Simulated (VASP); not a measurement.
# Si16N (a cell with a defect) in VASP: single point with PBE+D3(BJ)

Aim: the single point of Si16N (a cell with a defect) with PBE+D3(BJ).

All numbers are computed with VASP 6.6.1; they aren't measurements. Logs are shortened: lines on timing, memory, paths and dates and some standing lists are left out, and cuts for length are marked.

## 1. The cell of the first run

The cell holds a defect, 17 atoms: a = 7.679 Å, b = 7.679 Å, c = 7.679 Å, α = 60.00°, β = 60.00°, γ = 60.00°.

## 2. Single point, PBE+D3(BJ), collinear spin, ferromagnetic start

Contents of INCAR:

```
ALGO = Normal ; EDIFF = 1E-6
ENCUT = 520 ; GGA = PE
GGA_COMPAT = F ; ISIF = 2
ISMEAR = 0 ; ISPIN = 2
IVDW = 12 ; LASPH = T
LCHARG = T ; LELF = T
LORBIT = 11 ; LREAL = F
LVHAR = T ; LWAVE = F
MAGMOM = 0 0 0 0 0 0 0 0 0 0 0 0 0 0 0 0 1 ; NBANDS = 52
NELM = 200 ; PREC = Accurate
SIGMA = 0.05
```

Contents of KPOINTS:

```
k-points
0
Gamma
  2 2 2
```

Contents of POSCAR:

```
Si16N
1.0
    0.0000000000      5.4300000000      5.4300000000
    5.4300000000      0.0000000000      5.4300000000
    5.4300000000      5.4300000000      0.0000000000
Si N
16 1
Direct
   -0.0039247284      0.0024300534     -0.0270063675
    0.1393407895      0.1256049380      0.0769853332
   -0.0268334278      0.0080235185      0.4784603198
    0.1097918518      0.1281180114      0.5976588141
    0.0134343452      0.4962292170     -0.0136141673
    0.1230855554      0.6297678631      0.1170993118
   -0.0073326674      0.5020134962      0.4913674759
    0.1143642262      0.6346145382      0.6124241794
    0.4996353890     -0.0472456263      0.1019815475
    0.6315464373      0.1565209067      0.1066815015
    0.4843264825      0.0079434328      0.4739544715
    0.5800033796      0.1263020930      0.6286137998
    0.4962294822      0.5298483596     -0.0084728725
    0.6440904564      0.5929478050      0.1519856179
    0.4870829214      0.4908042053      0.5185997088
    0.6187529391      0.6340068231      0.6177698401
    0.4117703480      1.0416781548      0.8943683659
```

Potentials or basis: VASP PAW PBE potentials, release 64 (Si, N).

Run with:

```console
$ cat potpaw_PBE.64/Si/POTCAR potpaw_PBE.64/N/POTCAR > POTCAR
$ mpirun -np 1 vasp_std > vasp.out
```

OUTCAR:

```text
EDIFF = 1E-6
   ENCUT = 520
   GGA = PE
   ISIF = 2
   ISMEAR = 0
   ISPIN = 2
   IVDW = 12
   LASPH = T
   LORBIT = 11
   LREAL = F
   NELM = 200
   PREC = Accurate
 IVDW          = 12

 ion  position               nearest neighbor table
   1  0.996  0.002  0.973-  10 2.31   2 2.33   6 2.34   4 2.35
   2  0.139  0.126  0.077-  17 1.84   1 2.33   5 2.34   9 2.46   3 2.53
   3  0.973  0.008  0.478-   8 2.35   4 2.36  12 2.47   2 2.53
   4  0.110  0.128  0.598-  11 2.35   7 2.35   1 2.35   3 2.36
   5  0.013  0.496  0.986-  14 2.33   2 2.34   6 2.35   8 2.35
   6  0.123  0.630  0.117-   1 2.34   5 2.35  13 2.35   7 2.35
   7  0.993  0.502  0.491-  16 2.35   6 2.35   4 2.35   8 2.35
   8  0.114  0.635  0.612-  15 2.35   3 2.35   5 2.35   7 2.35
   9  0.500  0.953  0.102-  17 1.73  10 2.27  14 2.30   2 2.46  12 3.02  11 3.03
  10  0.632  0.157  0.107-   9 2.27   1 2.31  11 2.33  13 2.34
  11  0.484  0.008  0.474-  12 2.32  10 2.33   4 2.35  16 2.35   9 3.03
  12  0.580  0.126  0.629-  17 1.77  15 2.30  11 2.32   3 2.47   9 3.02
  13  0.496  0.530  0.992-  10 2.34   6 2.35  16 2.35  14 2.36
  14  0.644  0.593  0.152-   9 2.30  15 2.31   5 2.33  13 2.36
  15  0.487  0.491  0.519-  12 2.30  14 2.31   8 2.35  16 2.35
  16  0.619  0.634  0.618-   7 2.35  13 2.35  15 2.35  11 2.35
  17  0.412  0.042  0.894-   9 1.73  12 1.77   2 1.84

  LATTYP: Found a face centered cubic cell.
 ALAT       =    10.8600000000

  Lattice vectors:

 A1 = (   0.0000000000,   5.4300000000,   5.4300000000)
 A2 = (   5.4300000000,   0.0000000000,   5.4300000000)
 A3 = (   5.4300000000,   5.4300000000,   0.0000000000)

Analysis of symmetry for initial positions (statically):
=====================================================================
 Subroutine PRICEL returns:
 Original cell was already a primitive cell.

 Routine SETGRP: Setting up the symmetry group for a
 face centered cubic supercell.

 Subroutine GETGRP returns: Found  1 space group operations
 (whereof  1 operations were pure point group operations)
 out of a pool of 48 trial point group operations.

The static configuration has the point symmetry C_1 .

Analysis of symmetry for dynamics (positions and initial velocities):
=====================================================================
 Subroutine PRICEL returns:
 Original cell was already a primitive cell.

 Routine SETGRP: Setting up the symmetry group for a
 face centered cubic supercell.

 Subroutine GETGRP returns: Found  1 space group operations
[... 173 lines left out ...]
  ext. energy  EPLUGINS =         0.00000000
  ---------------------------------------------------
  free energy    TOTEN  =       -92.33789084 eV

  energy without entropy =      -92.33299646  energy(sigma->0) =      -92.33544365

 E-fermi :   6.1849     XC(G=0):  -9.5476

 val. band max:        6.1823395009   @ k =   0.0000   0.0000   0.5000
 cond. band min:       6.1863544077   @ k =   0.5000   0.5000   0.5000
 fundamental gap:      0.0040149068
 Fermi energy:         6.1848864473

 spin component 1

 k-point     1 :       0.0000    0.0000    0.0000
  band No.  band energies     occupation
      1     -10.4108      1.00000
      2      -5.7064      1.00000
      3      -4.0852      1.00000
      4      -3.7592      1.00000
      5      -3.7201      1.00000
      6      -3.1276      1.00000
[... 381 lines left out ...]
     45      10.1744      0.00000
     46      10.3188      0.00000
 Fermi energy:         6.1848864473

 spin component 2

 k-point     1 :       0.0000    0.0000    0.0000
  band No.  band energies     occupation
      1     -10.3967      1.00000
      2      -5.7023      1.00000
      3      -4.0737      1.00000
      4      -3.7541      1.00000
      5      -3.7154      1.00000
      6      -3.1180      1.00000
[... 381 lines left out ...]
     45      10.1873      0.00000
     46      10.3261      0.00000
 [bands above 46 left out]

------------------------ aborting loop because EDIFF is reached ----------------------------------------

 Edisp (eV)   -5.26749

 E8    (eV) :    -2.1616

  FORCE on cell =-STRESS in cart. coord.  units (eV):
  Direction    XX          YY          ZZ          XY          YZ          ZX
  --------------------------------------------------------------------------------------
  -------------------------------------------------------------------------------------
  Total      -1.09257     6.09201     1.06841    -0.06056    -1.20850     2.01398
  in kB      -5.46677    30.48189     5.34590    -0.30299    -6.04683    10.07711
  external pressure =       10.12 kB  Pullay stress =        0.00 kB

 VOLUME and BASIS-vectors are now :
 -----------------------------------------------------------------------------
  energy-cutoff  :      520.00
  volume of cell :      320.21
      direct lattice vectors                 reciprocal lattice vectors
     0.000000000  5.430000000  5.430000000    -0.092081031  0.092081031  0.092081031
     5.430000000  0.000000000  5.430000000     0.092081031 -0.092081031  0.092081031
     5.430000000  5.430000000  0.000000000     0.092081031  0.092081031 -0.092081031

 POSITION                                       TOTAL-FORCE (eV/Angst)
 -----------------------------------------------------------------------------------
      5.29655     10.69204      5.42188         0.005853     -0.001151     -0.000310
      1.10007      1.17465      1.43866         0.006467     -0.033245     -0.005583
      2.64161      7.88233      5.32786         0.001388      0.006233      0.014276
      3.94097      3.84146      1.29185        -0.001232      0.015920     -0.003637
      8.05060      5.42902      2.76747         0.010541      0.011001     -0.001519
      4.05549      1.30420      4.08799         0.000153     -0.008109      0.013067
[... 9 lines left out ...]
      6.79715      6.71432      6.80249         0.006171      0.007346     -0.001865
      5.08273      7.09233      2.46223        -0.019398      0.005578      0.007534
 -----------------------------------------------------------------------------------
    total drift:                                0.000163     -0.000017      0.000020

  FREE ENERGIE OF THE ION-ELECTRON SYSTEM (eV)
  ---------------------------------------------------
  free  energy   TOTEN  =       -97.6053848546 eV

  energy  without entropy=      -97.6004904789  energy(sigma->0) =      -97.60293767

 total charge

# of ion       s       p       d       tot
------------------------------------------
    1        0.751   0.956   0.000   1.707
    2        0.733   0.895   0.000   1.627
    3        0.762   0.877   0.000   1.640
    4        0.741   0.951   0.000   1.692
    5        0.744   0.960   0.000   1.704
    6        0.740   0.957   0.000   1.697
[... 9 lines left out ...]
   16        0.741   0.949   0.000   1.690
   17        1.258   2.579   0.000   3.837
--------------------------------------------------
tot         13.205  17.698   0.000  30.903

 magnetization (x)

# of ion       s       p       d       tot
------------------------------------------
    1        0.000   0.000   0.000   0.000
    2        0.001   0.001   0.000   0.002
    3        0.003   0.002   0.000   0.005
    4        0.000   0.001   0.000   0.001
    5        0.000   0.001   0.000   0.001
    6       -0.000   0.000   0.000   0.000
[... 9 lines left out ...]
   16       -0.000   0.000   0.000   0.000
   17        0.001   0.006   0.000   0.007
--------------------------------------------------
tot          0.009   0.034   0.000   0.043
```

It took 12 min on 1 thread of Intel Xeon 8259CL, shared host; peak memory 0.74 GiB.

Results:

* Free energy: -97.6054 eV
* Pressure: 1.0 GPa
* Largest force: 0.035 eV/Å
* Net moment: 0.11 μB per cell
* Valence electrons inside the program's atomic spheres: Si 1.71, 1.63, 1.64, 1.69, 1.70, 1.74, 1.66, 1.72 (each value once); N 3.84
* Dispersion energy per atom: -0.310 eV

Forces on the atoms (eV/Å):
```
Si   0.006 -0.001  0.000
Si   0.006 -0.033 -0.006
Si   0.001  0.006  0.014
Si  -0.001  0.016 -0.004
Si   0.011  0.011 -0.002
Si   0.000 -0.008  0.013
Si  -0.013 -0.006  0.004
Si   0.007  0.003 -0.007
Si  -0.007  0.018  0.006
Si  -0.016  0.003 -0.004
Si   0.015 -0.010  0.014
Si   0.005 -0.017 -0.030
Si   0.012  0.001 -0.013
Si  -0.011  0.002 -0.001
Si  -0.003  0.002  0.009
Si   0.006  0.007 -0.002
N   -0.019  0.006  0.008
```

Caveat: the k points lie up to 0.50 Å⁻¹ apart.
